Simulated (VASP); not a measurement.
# S (R-3) in VASP: notebook

S is run at these levels: PBE, r2SCAN; tasks: single point.

Program: VASP 6.6.1. These are calculated values, not measurements. Logs are shortened: lines on timing, memory, paths and dates and some standing lists are left out, and cuts for length are marked.

### Step 1. The cell of the first run

Symmetry: R-3, No. 148, trigonal system. The conventional cell has a = 10.722 Å, b = 10.722 Å, c = 4.185 Å, α = 90.00°, β = 90.00°, γ = 120.00°. Within 2.7 Å of S (site symmetry 1) lie 2 S at 2.07 Å.

### Step 2. Single point, PBE

INCAR

```
PREC = Accurate
ENCUT = 520
EDIFF = 1E-6
ISMEAR = 1
SIGMA = 0.2
LREAL = False
LASPH = True
NELM = 80
ALGO = Normal
ISIF = 2
LWAVE = False
LCHARG = False
GGA = PE
NBANDS = 27
```

KPOINTS

```
regular mesh
0
Gamma
  4 4 4
```

POSCAR

```
S
1.0
    5.3612126841      3.0952975863      1.3949463274
   -5.3612126841      3.0952975863      1.3949463274
    0.0000000000     -6.1905951727      1.3949463273
S
6
Direct
    0.2551978009      0.1485570038      0.9142443505
    0.9142443505      0.2551978009      0.1485570038
    0.1485570038      0.9142443505      0.2551978009
    0.7448021991      0.8514429962      0.0857556495
    0.0857556495      0.7448021991      0.8514429962
    0.8514429962      0.0857556495      0.7448021991
```

Potentials or basis: VASP PAW PBE potentials, release 64 (S).

The run is started by

```
$ cat potpaw_PBE.64/S/POTCAR > POTCAR
$ mpirun -np 1 vasp_std > vasp.out
```

OUTCAR:

```text
PREC = Accurate
   ENCUT = 520
   EDIFF = 1E-6
   ISMEAR = 1
   LREAL = False
   LASPH = True
   NELM = 80
   ISIF = 2
   GGA = PE

 ion  position               nearest neighbor table
   1  0.255  0.149  0.914-   5 2.07   6 2.07
   2  0.914  0.255  0.149-   4 2.07   6 2.07
   3  0.149  0.914  0.255-   4 2.07   5 2.07
   4  0.745  0.851  0.086-   2 2.07   3 2.07
   5  0.086  0.745  0.851-   1 2.07   3 2.07
   6  0.851  0.086  0.745-   1 2.07   2 2.07

  LATTYP: Found a trigonal (rhomboedric) cell.
 ALAT       =     6.3458130959
 COS(alpha) =    -0.4275177441

  Lattice vectors:

 A1 = (   5.3612126841,   3.0952975863,   1.3949463274)
 A2 = (  -5.3612126841,   3.0952975863,   1.3949463274)
 A3 = (   0.0000000000,  -6.1905951727,   1.3949463273)

Analysis of symmetry for initial positions (statically):
=====================================================================
 Subroutine PRICEL returns:
 Original cell was already a primitive cell.

 Routine SETGRP: Setting up the symmetry group for a
 trigonal (rhombohedral) supercell.

 Subroutine GETGRP returns: Found  6 space group operations
 (whereof  6 operations were pure point group operations)
 out of a pool of 12 trial point group operations.

The static configuration has the point symmetry S_6 .

Analysis of symmetry for dynamics (positions and initial velocities):
=====================================================================
 Subroutine PRICEL returns:
 Original cell was already a primitive cell.

 Routine SETGRP: Setting up the symmetry group for a
 trigonal (rhombohedral) supercell.

 Subroutine GETGRP returns: Found  6 space group operations
 (whereof  6 operations were pure point group operations)
 out of a pool of 12 trial point group operations.

The dynamic configuration has the point symmetry S_6 .

 Subroutine INISYM returns: Found  6 space group operations
 (whereof  6 operations are pure point group operations),
 and found     1 'primitive' translations

----------------------------------------------------------------------------------------

                                     Primitive cell

[... 83 lines left out ...]
   LSORBIT =      F    spin-orbit coupling
   LASPH  =      T    aspherical Exc in radial PAW
   ENCUT  =  520.0 eV  38.22 Ry    6.18 a.u.  11.80 11.80 11.80*2*pi/ulx,y,z
   NELM   =     80;   NELMIN=  2; NELMDL= -5     # of ELM steps
   EDIFF  = 0.1E-05   stopping-criterion for ELM
   LREAL  =      F    real-space projection
   EDIFFG = 0.1E-04   stopping-criterion for IOM
   NSW    =      0    number of steps for IOM
   IBRION =     -1    ionic relax: 0-MD 1-quasi-New 2-CG
   NFREE  =      0    steps in history (QN), initial steepest desc. (CG)
   ISIF   =      2    stress and relaxation
   ISYM   =      2    0-nonsym 1-usesym 2-fastsym
   POTIM  = 0.5000    time-step for ionic-motion
   TEBEG  =    0.0;   TEEND  =   0.0 temperature during run
   PSTRESS=    0.0 pullay stress
   NELECT =      36.0000    total number of electrons
   NUPDOWN=      -1.0000    fix difference up-down
   EMIN   =  10.00;   EMAX   =-10.00  energy-range for DOS
   EFERMI =   0.00;   METHOD = LEGACY
   ISMEAR =     1;   SIGMA  =   0.20  broadening in eV -4-tet -1-fermi 0-gaus
   EFERMI_NEDOS =   21; number of points for ismear=-14 and -15
   IALGO  =     38    algorithm
   IMIX   =      4    mixing-type and parameters
     AMIX     =   0.40;   BMIX     =  1.00
     AMIX_MAG =   1.60;   BMIX_MAG =  1.00
  volume/ion in A,a.u.               =      23.15       156.21
  Fermi-wavevector in a.u.,A,eV,Ry     =   1.043801  1.972497 14.823819  1.089520
  Thomas-Fermi vector in A             =   2.178526
   LORBIT       =      0    0 simple, 1 ext, 2 COOP (PROOUT), +10 PAW based schemes
   GGA     = PE    functional components
   LHFCALC =     F    Hartree Fock is set to
   AEXX    =    0.0000 exact exchange contribution
   IVDW    =     0    specifies the selected vdW correction
   LEPSILON=     F    determine dielectric tensor
   LRPA    =     F    only Hartree local field effects (RPA)
 non-spin polarized calculation
 Methfessel and Paxton  Order N= 1 SIGMA  =   0.20
  energy-cutoff  :      520.00
  volume of cell :      138.89
 maximum number of plane-waves:      3791
   NGX = 23   NGY = 23   NGZ = 23

 number of electron      36.0000002 magnetization

 Free energy of the ion-electron system (eV)
  ---------------------------------------------------
  ext. energy  EPLUGINS =         0.00000000
  ---------------------------------------------------
  free energy    TOTEN  =       -24.22659592 eV

  energy without entropy =      -24.22978968  energy(sigma->0) =      -24.22766051

 E-fermi :   3.2018     XC(G=0):  -8.7867

 val. band max:        3.1095359950   @ k =   0.5000   0.5000   0.5000
 cond. band min:       5.0467998859   @ k =  -0.2500   0.2500   0.2500
 fundamental gap:      1.9372638909
 Fermi energy:         3.2018046517

 k-point     1 :       0.0000    0.0000    0.0000
  band No.  band energies     occupation
      1     -13.7598      2.00000
      2     -11.7789      2.00000
      3     -11.7789      2.00000
      4      -8.6527      2.00000
      5      -8.6527      2.00000
      6      -5.8108      2.00000
[... 409 lines left out ...]
     26      10.5667      0.00000
     27      10.9977      0.00000

------------------------ aborting loop because EDIFF is reached ----------------------------------------

  FORCE on cell =-STRESS in cart. coord.  units (eV):
  Direction    XX          YY          ZZ          XY          YZ          ZX
  --------------------------------------------------------------------------------------
  -------------------------------------------------------------------------------------
  Total        1.4632822      1.4632822      1.7390932      0.0000001     -0.0000000      0.0000000
  in kB       16.8796910     16.8796910     20.0613076      0.0000009     -0.0000000      0.0000000
  external PRESSURE =      17.9402298 kB  Pullay stress =       0.0000000 kB

 VOLUME and BASIS-vectors are now :
 -----------------------------------------------------------------------------
  energy-cutoff  :      520.00
  volume of cell :      138.89
      direct lattice vectors                 reciprocal lattice vectors
     5.361212684  3.095297586  1.394946327     0.093262482  0.053845119  0.238957820
    -5.361212684  3.095297586  1.394946327    -0.093262482  0.053845119  0.238957820
     0.000000000 -6.190595173  1.394946327     0.000000000 -0.107690238  0.238957820

 POSITION                                       TOTAL-FORCE (eV/Angst)
 -----------------------------------------------------------------------------------
      0.57172     -4.40998      1.83854         0.020573      0.029708      0.031722
      3.53329      2.70012      1.83854        -0.036014      0.002963      0.031722
     -4.10501      1.70986      1.83854         0.015441     -0.032670      0.031722
     -0.57172      4.40998      2.34630        -0.020573     -0.029708     -0.031722
     -3.53329     -2.70012      2.34630         0.036014     -0.002963     -0.031722
      4.10501     -1.70986      2.34630        -0.015441      0.032670     -0.031722
 -----------------------------------------------------------------------------------
    total drift:                               -0.000000     -0.000000     -0.000000

  FREE ENERGIE OF THE ION-ELECTRON SYSTEM (eV)
  ---------------------------------------------------
  free  energy   TOTEN  =       -24.2265959214 eV

  energy  without entropy=      -24.2297896766  energy(sigma->0) =      -24.22766051
```

stdout:

```text
POSCAR found type information on POSCAR S
 POSCAR found :  1 types and       6 ions
 scaLAPACK will be used
 LDA part: xc-table for (Slater+PW92), standard interpolation
 POSCAR, INCAR and KPOINTS ok, starting setup
 FFT: planning ... GRIDC
 FFT: planning ... GRID_SOFT
 FFT: planning ... GRID
 WAVECAR not read
 entering main loop
```

Run time: 28 s. Hardware: 1 thread of Intel Xeon 6975P-C (Granite Rapids), shared host; peak memory 0.3 GiB.

Results:

* Free energy: -24.2266 eV
* Pressure: 1.8 GPa
* Largest force: 0.048 eV/Å
* Band gap on the k mesh: 1.94 eV, indirect (least direct gap 2.01 eV)

Forces in eV/Å, atoms in the order of the input:
```
S    0.021  0.030  0.032
S   -0.036  0.003  0.032
S    0.015 -0.033  0.032
S   -0.021 -0.030 -0.032
S    0.036 -0.003 -0.032
S   -0.015  0.033 -0.032
```

Stress tensor (GPa, compression positive):
```
1.69 0.00 0.00
0.00 1.69 0.00
0.00 0.00 2.01
```

Levels at points of the mesh, in eV from the valence-band top:
```csv
k point,band 15,band 16,band 17,band 18,band 19,band 20,band 21,band 22
"(0.00, 0.00, 0.00)",-1.06,-1.06,-0.91,-0.91,2.19,2.19,3.29,3.29
"(0.50, 0.00, 0.00)",-1.41,-1.20,-0.79,-0.24,2.31,2.70,2.88,3.71
"(0.50, 0.50, 0.00)",-1.40,-1.28,-1.12,-0.76,2.09,2.66,3.18,3.21
"(0.50, 0.50, 0.50)",-1.78,-1.34,-1.34,0.00,2.01,2.01,2.65,3.97
```

A k mesh can miss the band edges. PBE gaps usually lie below the measured ones, often by a third to a half.

### Step 3. Single point, r2SCAN

POSCAR is that of step 2.

INCAR.step1

```
PREC     = Accurate       # precision mode
ENCUT    = 520            # plane-wave cutoff, eV
ISMEAR   = 0              # smearing method
SIGMA    = 0.01           # smearing width, eV
LREAL    = False          # projectors in reciprocal space
LASPH    = True           # aspherical terms in the spheres
NELM     = 60             # most SCF steps
NBANDS   = 27             # bands
GGA      = PE             # functional
ALGO     = Normal         # electronic algorithm
EDIFF    = 1E-4           # SCF threshold, eV
LWAVE    = True           # write WAVECAR
LCHARG   = False          # write CHGCAR
```

INCAR.step2

```
PREC     = Accurate       # precision mode
ENCUT    = 520            # plane-wave cutoff, eV
EDIFF    = 1E-6           # SCF threshold, eV
ISMEAR   = 0              # smearing method
SIGMA    = 0.01           # smearing width, eV
LREAL    = False          # projectors in reciprocal space
LASPH    = True           # aspherical terms in the spheres
NELM     = 60             # most SCF steps
ALGO     = Normal         # electronic algorithm
ISIF     = 2              # what is computed and relaxed
LWAVE    = False          # write WAVECAR
LCHARG   = True           # write CHGCAR
METAGGA  = R2SCAN         # meta-GGA
LMIXTAU  = True         
LELF     = True           # ELF
LVHAR    = True         
NBANDS   = 27             # bands
ISTART   = 1
```

KPOINTS is that of step 2.

Potentials or basis: VASP PAW PBE potentials, release 64 (S).

The run is started by

```
$ cat potpaw_PBE.64/S/POTCAR > POTCAR
$ cp INCAR.step1 INCAR
$ mpirun -np 1 vasp_std > vasp.out
$ cp INCAR.step2 INCAR
$ mpirun -np 1 vasp_std > vasp.out
```

Wall time 1.7 min (1 thread of Intel Xeon 6975P-C (Granite Rapids), shared host); peak memory 0.35 GiB.

It converged, with:

```yaml
Free_energy: -47.8512 eV
Pressure: 0.2 GPa
Largest_force: 0.192 eV/Å
Band_gap_on_the_k_mesh: 2.21 eV, indirect (least direct gap 2.26 eV)
```

Forces on the atoms (eV/Å):
```
S   -0.042 -0.139 -0.126
S    0.141  0.033 -0.126
S   -0.099  0.106 -0.126
S    0.042  0.139  0.126
S   -0.141 -0.033  0.126
S    0.099 -0.106  0.126
```

Stress tensor (GPa, compression positive):
```
-0.03  0.00  0.00
 0.00 -0.03  0.00
 0.00  0.00  0.53
```

Levels at points of the mesh, in eV from the valence-band top:
```
           k point  band 14  band 15  band 16  band 17  band 18  band 19  band 20  band 21  band 22  band 23
(0.00, 0.00, 0.00)    -1.33    -1.11    -1.11    -0.97    -0.97     2.48     2.48     3.62     3.62     3.95
(0.50, 0.00, 0.00)    -1.75    -1.48    -1.24    -0.84    -0.24     2.59     2.97     3.19     4.05     4.16
(0.50, 0.50, 0.00)    -1.63    -1.46    -1.34    -1.18    -0.80     2.38     2.97     3.50     3.51     4.27
(0.50, 0.50, 0.50)    -1.84    -1.84    -1.40    -1.40     0.00     2.26     2.26     2.96     4.27     5.13
```

Caveat: the PAW data sets were made with another functional, which shifts forces and pressure a little. r2SCAN opens gaps a little over a GGA but as a rule still falls short of measured ones.

### Step 4. Single point, PBE

INCAR

```
PREC = Accurate
ENCUT = 520
EDIFF = 1E-6
ISMEAR = 0
SIGMA = 0.01
LREAL = F
LASPH = T
NELM = 100
ALGO = Normal
ISIF = 2
LWAVE = F
LCHARG = F
GGA = PE
NBANDS = 27
ISYM = 0
```

KPOINTS

```
Automatic mesh
0
Gamma
  4 4 4
```

POSCAR is that of step 3.

The run is started by

```
$ cat potpaw_PBE.64/S/POTCAR > POTCAR
$ mpirun -np 1 vasp_std > vasp.out
```

Run time: 70 s. Hardware: 1 thread of Intel Xeon 6975P-C (Granite Rapids), shared host; peak memory 0.34 GiB.

It converged, with:

```yaml
Free_energy: -24.2284 eV
Pressure: 1.8 GPa
Largest_force: 0.047 eV/Å
Band_gap_on_the_k_mesh: 1.94 eV, indirect (least direct gap 2.01 eV)
```

Forces on the atoms (eV/Å):
```
S    0.020  0.029  0.032
S   -0.035  0.003  0.032
S    0.015 -0.032  0.032
S   -0.020 -0.029 -0.032
S    0.035 -0.003 -0.032
S   -0.015  0.032 -0.032
```

Stress tensor (GPa, compression positive):
```
1.68 0.00 0.00
0.00 1.68 0.00
0.00 0.00 2.02
```

Levels at points of the mesh, in eV from the valence-band top:
| k point | band 14 | band 15 | band 16 | band 17 | band 18 | band 19 | band 20 | band 21 | band 22 | band 23 |
| --- | --- | --- | --- | --- | --- | --- | --- | --- | --- | --- |
| (0.00, 0.00, 0.00) | -1.29 | -1.06 | -1.06 | -0.91 | -0.91 | 2.19 | 2.19 | 3.29 | 3.29 | 3.61 |
| (0.50, 0.00, 0.00) | -1.69 | -1.41 | -1.20 | -0.79 | -0.24 | 2.31 | 2.70 | 2.88 | 3.71 | 3.82 |
| (0.00, 0.50, 0.00) | -1.69 | -1.41 | -1.20 | -0.79 | -0.24 | 2.31 | 2.70 | 2.88 | 3.71 | 3.82 |
| (0.00, 0.00, 0.50) | -1.69 | -1.41 | -1.20 | -0.79 | -0.24 | 2.31 | 2.70 | 2.88 | 3.71 | 3.82 |
| (0.50, 0.50, 0.00) | -1.56 | -1.40 | -1.28 | -1.12 | -0.76 | 2.09 | 2.66 | 3.18 | 3.21 | 3.91 |
| (0.50, 0.00, 0.50) | -1.56 | -1.40 | -1.28 | -1.12 | -0.76 | 2.09 | 2.66 | 3.18 | 3.21 | 3.91 |
| (0.00, 0.50, 0.50) | -1.56 | -1.40 | -1.28 | -1.12 | -0.76 | 2.09 | 2.66 | 3.18 | 3.21 | 3.91 |
| (0.50, 0.50, 0.50) | -1.78 | -1.78 | -1.34 | -1.34 | 0.00 | 2.01 | 2.01 | 2.65 | 3.97 | 4.75 |

A k mesh can miss the band edges. Expect the measured gap to be larger: semilocal functionals such as PBE lack the derivative discontinuity.

### Step 5. Summary

| level | smearing | gap on the mesh (eV) | pressure (GPa) | largest force (eV/Å) |
| --- | --- | --- | --- | --- |
| PBE | methfessel-paxton 0.2 eV | 1.94 | 1.8 | 0.05 |
| r2SCAN | gaussian 0.01 eV | 2.21 | 0.2 | 0.19 |
| PBE | gaussian 0.01 eV | 1.94 | 1.8 | 0.05 |

Alike in all rows: task single point; potentials or basis VASP PAW PBE potentials, release 64 (S); no spin polarisation; cell as given; k mesh 4 × 4 × 4; cutoff (eV) 520.

On the cell as given the gap runs from 1.94 eV (PBE) to 2.21 eV (r2SCAN). The pressure there spans 0.2 GPa (r2SCAN) to 1.8 GPa (PBE); a positive pressure means that this level wants a larger cell, a negative one a smaller.

Caveats: the PAW data sets were made with another functional, which shifts forces and pressure a little (some runs).

Total energies depend on the potentials used, so only differences within one code and one set of settings carry meaning.
